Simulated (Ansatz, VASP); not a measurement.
Two plane-wave programs on Sn3As

```
Sn As
1.0
    -3.09789    3.09789    3.09789
     3.09789   -3.09789    3.09789
     3.09789    3.09789   -3.09789
Sn As
3 1
Direct
  0.00000 0.50000 0.50000
  0.50000 0.00000 0.50000
  0.50000 0.50000 0.00000
  0.00000 0.00000 0.00000
```

Alike in both runs: task single point; functional PBE; k mesh 12 × 12 × 12; occupations gaussian, width 0.1 eV; no spin polarisation.

|  | VASP | Ansatz |
| --- | --- | --- |
| version | VASP 6.6.1 | Ansatz 0.2.0 |
| potentials or method | VASP PAW PBE potentials, release 64 (Sn_d, As), cutoff 520 eV | scalar-relativistic, plane waves, PAW |
| valence electrons in the cell | 47 | 57 |

```tsv
	VASP	Ansatz	Ansatz less VASP
gap on the k mesh at the Fermi level (eV)	none	none	-
pressure (GPa)	-4.1	-4.1	+0.04
```

A gap of «none» marks a metal or a gap that the smearing closes. VASP's potentials hold 47 valence electrons a cell and Ansatz's 57, so a difference there can come from the potentials and not from the codes.
